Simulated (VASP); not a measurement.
In16O23 (a cell with a defect): electric field gradients with PBE

The system is In16O23 (a cell with a defect).

```xyz
39
Lattice="-5.4870 -3.1679 4.8367 5.4870 -3.1679 4.8367 0.0000 6.3358 4.8367" Properties=species:S:1:pos:R:3 pbc="T T T"
In    0.0000    0.0000    5.1846
In    0.0000   -3.1679   10.0212
In   -2.7435    1.5840   10.0212
In    2.7435    1.5840   10.0212
In    0.0000    0.0000    2.0704
In    0.0000   -3.1679    6.9071
In   -2.7435    1.5840    6.9071
In    2.7435    1.5840    6.9071
In    0.0000    0.0000    9.3254
In    0.0000    3.1679    4.4888
In    2.7435   -1.5840    4.4888
In   -2.7435   -1.5840    4.4888
In    0.0000    0.0000   12.4396
In    0.0000    3.1679    7.6029
In    2.7435   -1.5840    7.6029
In   -2.7435   -1.5840    7.6029
O     4.3786    1.5840    8.4642
O     1.6351    0.0000    3.6275
O     1.6351   -3.1679    8.4642
O    -0.8176   -1.7519    8.4642
O    -0.8176    1.4161    3.6275
O     1.9259    3.0000    8.4642
O    -3.5611    3.0000    8.4642
O     1.9259    0.1679    8.4642
O    -3.5611    0.1679    8.4642
O    -0.8176   -4.5840    8.4642
O    -0.8176   -1.4161    3.6275
O     1.1084   -1.5840    6.0458
O    -4.3786   -1.5840    6.0458
O    -1.6351    0.0000   10.8825
O    -1.6351    3.1679    6.0458
O     0.8176    1.7519    6.0458
O     0.8176   -1.4161   10.8825
O    -1.9259   -3.0000    6.0458
O     3.5611   -3.0000    6.0458
O    -1.9259   -0.1679    6.0458
O     3.5611   -0.1679    6.0458
O     0.8176    4.5840    6.0458
O     0.8176    1.4161   10.8825
```

This cell differs from its parent crystal: atoms taken out.

```
Program                : VASP 6.6.1
Task                   : electric field gradients
Functional             : PBE
Potentials or basis    : VASP PAW PBE potentials, release 64 (In_d, O)
Cutoff                 : 520 eV
k mesh                 : 3 × 3 × 3
Occupations            : fermi-dirac, width 0.01 eV
Spin                   : no spin polarisation
Dipole correction      : no
Charge                 : 2
Further INCAR settings : LREAL = Auto; ALGO = Normal; EDIFF = 1e-08; NBANDS = 198; NELECT = 344.0
```

```
Largest force                           : 1.786 eV/Å
Largest electric field gradient by atom : In +44.8, +48.0, +93.3, +44.9, +158.9, +49.6, +44.0, +48.4 (each value once); O -51.8, -44.7, -62.4, -49.2, +53.3, -57.7, -46.3, -42.9, +70.0, -29.5, -41.8, -56.4, -48.5 (each value once) V/Å²
```

Forces on the atoms (eV/Å):
```
In   0.316 -0.241 -0.205
In   0.017 -0.302  0.202
In  -1.363  0.054  1.152
In   0.173  0.511  0.001
In   0.017  0.302 -0.202
In   0.316  0.241  0.205
In  -1.363 -0.054 -1.152
In   0.173 -0.511 -0.001
In   0.869 -1.255  0.816
In  -0.255  0.041 -0.253
In   0.068  0.256  0.240
In  -0.363  0.437 -0.003
In  -0.255 -0.041  0.253
In   0.869  1.255 -0.816
In   0.068 -0.256 -0.240
In  -0.363 -0.437  0.003
O   -0.232  0.000  0.000
O   -0.160  0.091 -0.027
O   -0.160 -0.091  0.027
O   -0.021  0.627  0.029
O    0.162 -0.077  0.228
O   -0.504 -0.458 -0.241
O    1.156 -0.803 -0.015
O   -0.504  0.458  0.241
O    1.156  0.803  0.015
O    0.162  0.077 -0.228
O   -0.021 -0.627 -0.029
O   -0.010  0.000  0.000
O    0.407  0.000  0.000
O    0.329  0.685 -0.923
O    0.329 -0.685  0.923
O   -0.500  0.307  0.637
O    0.049  0.453  0.022
O    0.066 -0.420 -0.694
O   -0.121 -0.053 -0.054
O    0.066  0.420  0.694
O   -0.121  0.053  0.054
O    0.049 -0.453 -0.022
O   -0.500 -0.307 -0.637
```

Levels at points of the mesh, in eV from the Fermi level:
| k point | band 168 | band 169 | band 170 | band 171 | band 172 | band 173 | band 174 | band 175 | band 176 | band 177 |
| --- | --- | --- | --- | --- | --- | --- | --- | --- | --- | --- |
| (0.00, 0.00, 0.00) | -0.23 | -0.19 | -0.18 | -0.10 | -0.05 | 0.04 | 2.58 | 3.36 | 3.73 | 4.34 |

Electric field gradients, principal values (V/Å²):
```csv
atom,least,middle,greatest (by size)
1 In,-13.632,-31.165,44.797
2 In,-20.438,-27.612,48.050
3 In,-36.695,-56.644,93.340
4 In,-10.167,-34.747,44.914
5 In,-20.438,-27.612,48.050
6 In,-13.632,-31.165,44.797
7 In,-36.695,-56.644,93.340
8 In,-10.167,-34.747,44.914
9 In,-52.649,-106.242,158.891
10 In,-13.466,-36.127,49.593
11 In,-17.293,-26.744,44.037
12 In,-15.254,-33.143,48.397
13 In,-13.466,-36.127,49.593
14 In,-52.649,-106.242,158.891
15 In,-17.293,-26.744,44.037
16 In,-15.254,-33.143,48.397
17 O,12.354,39.492,-51.846
18 O,10.818,33.853,-44.670
19 O,10.818,33.853,-44.670
20 O,9.056,53.327,-62.382
21 O,12.273,36.937,-49.210
22 O,-4.844,-48.477,53.321
23 O,9.708,48.007,-57.715
24 O,-4.844,-48.477,53.321
25 O,9.708,48.007,-57.715
26 O,12.273,36.937,-49.210
27 O,9.056,53.327,-62.382
28 O,10.349,35.926,-46.275
29 O,12.555,30.345,-42.900
30 O,-7.096,-62.952,70.048
31 O,-7.096,-62.952,70.048
32 O,6.147,23.399,-29.545
33 O,8.971,32.854,-41.825
34 O,4.406,51.969,-56.374
35 O,10.866,37.589,-48.454
36 O,4.406,51.969,-56.374
37 O,10.866,37.589,-48.454
38 O,8.971,32.854,-41.825
39 O,6.147,23.399,-29.545
```

Run time: 36 min on 1 thread of AMD EPYC 9R45 96-Core Processor (Zen 5), on a shared host, peak memory 0.84 GiB.

Caveat: the cell carries a net charge on a neutralising background, which shifts energy and pressure; the cell differs from its parent crystal (atoms taken out); the cell is charged against a uniform background, so pressure and absolute levels hang on convention; without QUAD_EFG the Cq values of the log hold for a quadrupole moment of 1 mb, not for the nuclei; spin-orbit coupling is left out, which moves the levels of the heavy elements.
